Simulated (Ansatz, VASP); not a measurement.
# TiPt3 in VASP and in Ansatz

```
CELL_PARAMETERS angstrom
3.92281 0.00000 0.00000
0.00000 3.92281 0.00000
0.00000 0.00000 3.92281
ATOMIC_POSITIONS crystal
Pt 0.50000 0.50000 0.00000
Pt 0.50000 0.00000 0.50000
Pt 0.00000 0.50000 0.50000
Ti 0.00000 0.00000 0.00000
```

Alike in both runs: task single point; functional LDA; k mesh 7 × 7 × 7; occupations fermi-dirac, width 0.05 eV; no spin polarisation.

```csv
,VASP,Ansatz
version,VASP 6.6.1,Ansatz 0.2.0
potentials or method,"VASP PAW LDA potentials, release 64 (Pt, Ti_sv)",Ansatz PAW
plane-wave cutoff (eV),520,420
valence electrons in the cell,42,66
```

Ansatz gave:

```
gap on the k mesh at the Fermi level (eV) : none
pressure (GPa)                            : -9.9
```

Task: Estimate VASP's values.

Result: gap on the k mesh at the Fermi level (eV): none; pressure (GPa): -9.2.

LDA's correlation is that of Perdew and Zunger in VASP and of Perdew and Wang (1992) in Ansatz. A gap of «none» marks a metal or a gap that the smearing closes. VASP's potentials hold 42 valence electrons a cell and Ansatz's 66, so a difference there can come from the potentials and not from the codes.

Neither program's run includes spin-orbit coupling.
